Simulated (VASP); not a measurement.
**Zn: density of states with LDA**

Crystal: Zn.

```xyz
1
Lattice="-1.5690 1.5690 1.5690 1.5690 -1.5690 1.5690 1.5690 1.5690 -1.5690" Properties=species:S:1:pos:R:3 pbc="T T T"
Zn    0.0000    0.0000    0.0000
```

```json
{
 "Program": "VASP 6.6.1",
 "Task": "density of states",
 "Functional": "LDA",
 "Potentials or basis": "VASP PAW LDA potentials, release 64 (Zn)",
 "Cutoff": "520 eV",
 "k mesh": "16 × 16 × 16",
 "Occupations": "gaussian, width 0.05 eV",
 "Spin": "no spin polarisation",
 "Dipole correction": "no",
 "k mesh for the DOS": "24 × 24 × 24",
 "Occupations for the DOS": "tetrahedron",
 "Further INCAR settings": "ALGO = Fast; EDIFF = 1e-07"
}
```

```json
{
  "Valence electrons inside the program's atomic spheres": "Zn 10.75"
}
```

Levels at points of the mesh, in eV from the Fermi level:
| k point | band 3 | band 4 | band 5 | band 6 | band 7 | band 8 | band 9 | band 10 |
| --- | --- | --- | --- | --- | --- | --- | --- | --- |
| (0.00, 0.00, 0.00) | -7.85 | -7.85 | -7.35 | -7.35 | 18.70 | 18.70 | 18.70 | 20.81 |
| (0.50, 0.00, 0.00) | -7.38 | -7.32 | -7.02 | -2.65 | -1.08 | 11.10 | 12.62 | 15.31 |
| (0.50, 0.50, 0.50) | -7.10 | -7.10 | -7.10 | 4.10 | 4.10 | 4.10 | 7.24 | 8.64 |

It took 2.1 min on 1 thread of AMD EPYC 7R13, on a shared host, peak memory 0.17 GiB.
